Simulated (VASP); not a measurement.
Hf4N:

```
Hf N
1.0
     4.95000    0.00000    0.00000
     0.00000    3.14000    0.00000
     0.00000    0.00000    5.44000
Hf N
4 1
Cartesian
  1.2375 1.5700 4.5333
  3.7125 1.5700 0.9067
  3.7125 0.0000 3.6267
  1.2375 0.0000 1.8133
  0.0000 0.0000 0.0000
```

This cell differs from its parent crystal: with an interstitial atom.

| Quantity | Value |
| --- | --- |
| Program | VASP 6.6.1 |
| Task | relaxation of cell and atoms |
| Functional | PBE |
| Potentials or basis | VASP PAW PBE potentials, release 64 (Hf_pv, N) |
| Cutoff | 600 eV |
| k mesh | 3 × 5 × 3 |
| Occupations | gaussian, width 0.2 eV |
| Spin | no spin polarisation |

At the start: pressure 15.1 GPa; volume 16.91 Å³/atom.

Task: How do energy, volume and symmetry change on relaxing?

Result: Over 7 steps the energy falls by 79.0 meV/atom and the volume is 18.60 Å³/atom (+10.0 %); space group P2/m (No. 10, to 0.1 Å) before and after.

The path:
```csv
step,energy change (eV),largest force (eV/Å),pressure (GPa),volume (Å³)
1,0.0000,0.4110,15.09,84.55
2,0.3692,1.1198,-15.75,105.57
3,-0.3498,0.6398,-0.73,92.59
4,-0.3502,0.6268,-0.32,92.33
5,-0.3887,0.2409,-0.01,92.63
6,-0.3920,0.0896,0.16,92.75
7,-0.3949,0.0750,-0.16,93.01
```

Final structure:
```yaml
crystal:
  lattice:
    - [5.12753, 0.00000, 0.02026]
    - [0.00000, 3.21444, 0.00000]
    - [0.02225, 0.00000, 5.64301]
  atoms:
    - { symbol: Hf, position: [0.24753, 0.50000, 0.84154] }
    - { symbol: Hf, position: [0.75247, 0.50000, 0.15846] }
    - { symbol: Hf, position: [0.74626, 0.00000, 0.67250] }
    - { symbol: Hf, position: [0.25374, 0.00000, 0.32750] }
    - { symbol: N, position: [0.00000, 0.00000, 0.00000] }
```

Caveat: the k points lie up to 0.41 Å⁻¹ apart in the final cell, too coarse for converged energies and pressures of a metal; the cell differs from its parent crystal (with an interstitial atom); the relaxation stopped at a loose force limit of 0.08 eV/Å, so its end isn't a converged minimum.
